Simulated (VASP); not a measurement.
Write the native input for VASP 6.6.1 that does the following.

```
Task                   : single point
Functional             : LDA
Potentials or basis    : VASP PAW LDA potentials, release 64 (Ni)
Cutoff                 : 520 eV
k mesh                 : 12 × 7 × 10
Occupations            : gaussian, width 0.1 eV
Spin                   : collinear spin, ferromagnetic start
Starting moments       : [0.74, 0.74] μB
Dipole correction      : no
Further INCAR settings : ALGO = Normal; EDIFF = 1e-07; NBANDS = 21; ISYM = 0
```

The structure of Ni lies in POSCAR:

```
Ni
1.0
    0.0000000000     -1.7716500000     -1.7716500000
   -3.5433000000     -1.7716500000     -1.7716500000
    0.0000000000      1.7716500000     -1.7716500000
Ni
2
Direct
    0.0000000000      0.0000000000      0.0000000000
    0.0000000000      0.5000000000      0.5000000000
```

The input as run:

INCAR

```
SYSTEM = Ni
ALGO     = Normal         ! electronic algorithm
EDIFF    = 1E-7           ! SCF threshold, eV
ENCUT    = 520            ! plane-wave cutoff, eV
ISIF     = 2              ! what is computed and relaxed
ISMEAR   = 0              ! smearing method
ISPIN    = 2              ! spin polarisation
ISYM     = 0            
LASPH    = .True.         ! aspherical terms in the spheres
LCHARG   = .False.        ! write CHGCAR
LMAXMIX  = 4              ! l up to which the mixer works
LORBIT   = 11             ! projections on sites
LREAL    = .False.        ! projectors in reciprocal space
LWAVE    = .False.        ! write WAVECAR
MAGMOM   = 0.74 0.74      ! initial moments
NBANDS   = 21             ! bands
NELM     = 150            ! most SCF steps
PREC     = Accurate       ! precision mode
SIGMA    = 0.1            ! smearing width, eV
```

KPOINTS

```
k-points
0
Gamma
  12 7 10
  0 0 0
```

Potentials or basis: VASP PAW LDA potentials, release 64 (Ni).

The run is started by

```console
$ cat potpaw_LDA.64/Ni/POTCAR > POTCAR
$ mpirun -np 1 vasp_std > vasp.out
```

Results of the run:

| Quantity | Value |
| --- | --- |
| Pressure | -20.2 GPa |
| Net moment | 1.23 μB per cell |
| Site moments | Ni +0.62 μB |
| Valence electrons inside the program's atomic spheres | Ni 9.28 |

Caveat: the cell stands under tension.

Run time: 2.7 min on 1 thread of Intel(R) Xeon(R) 6975P-C (Granite Rapids) (shared host), peak memory 0.35 GiB.
